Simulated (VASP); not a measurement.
ScAs3:

```
Sc As
1.0
     4.30031    0.00000    0.00000
     0.00000    4.30031    0.00000
     0.00000    0.00000    4.30031
Sc As
1 3
Direct
  0.00000 0.00000 0.00000
  0.00000 0.50000 0.50000
  0.50000 0.00000 0.50000
  0.50000 0.50000 0.00000
```

| Quantity | Value |
| --- | --- |
| Program | VASP 6.6.1 |
| Task | relaxation of cell and atoms |
| Functional | PBE |
| Potentials or basis | VASP PAW PBE potentials, release 64 (Sc_sv, As) |
| Cutoff | 500 eV |
| k mesh | 4 × 4 × 4 |
| Occupations | fermi-dirac, width 0.1 eV |
| Spin | no spin polarisation |

At the start: pressure -2.6 GPa; volume 19.88 Å³/atom.

**Question.** How do energy, volume and symmetry change on relaxing?

**Answer.** Over 3 steps the energy falls by 5.6 meV/atom and the volume is 19.22 Å³/atom (-3.3 %); space group Pm-3m (No. 221, to 0.1 Å) before and after.

Step by step:
| step | energy change (eV) | largest force (eV/Å) | pressure (GPa) | volume (Å³) |
| --- | --- | --- | --- | --- |
| 1 | 0.0000 | 0.0000 | -2.60 | 79.52 |
| 2 | -0.0189 | 0.0000 | 1.11 | 75.86 |
| 3 | -0.0223 | 0.0000 | 0.01 | 76.86 |

Final structure:
```yaml
crystal:
  lattice:
    - [4.25177, 0.00000, 0.00000]
    - [0.00000, 4.25177, 0.00000]
    - [0.00000, 0.00000, 4.25177]
  atoms:
    - { symbol: Sc, position: [0.00000, 0.00000, 0.00000] }
    - { symbol: As, position: [0.00000, 0.50000, 0.50000] }
    - { symbol: As, position: [0.50000, 0.00000, 0.50000] }
    - { symbol: As, position: [0.50000, 0.50000, 0.00000] }
```

Caveat: the k points lie up to 0.37 Å⁻¹ apart in the final cell, too coarse for converged energies and pressures of a metal.
